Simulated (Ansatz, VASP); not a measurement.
# One calculation of BP, two programs

```xyz
2
Lattice="0.0000 2.2614 2.2614 2.2614 0.0000 2.2614 2.2614 2.2614 0.0000" Properties=species:S:1:pos:R:3 pbc="T T T"
B     0.0000    0.0000    0.0000
P     3.3921    3.3921    3.3921
```

Change from the starting cell: volume scaled by 0.99, crystal datasets.

Alike in both runs: task electric field gradients; functional PBE; k mesh 15 × 15 × 15; occupations fermi-dirac, width 0.05 eV; no spin polarisation.

|  | VASP | Ansatz |
| --- | --- | --- |
| version | VASP 6.6.1 | Ansatz 0.2.0 |
| potentials or method | VASP PAW PBE potentials, release 64 (B, P), cutoff 520 eV | all-electron PAW with datasets made for the crystal, scalar-relativistic |

```tsv
	VASP	Ansatz	Ansatz less VASP
pressure (GPa)	2.6	2.8	+0.19
```

Ansatz ran all-electron here, and VASP with PAW potentials.
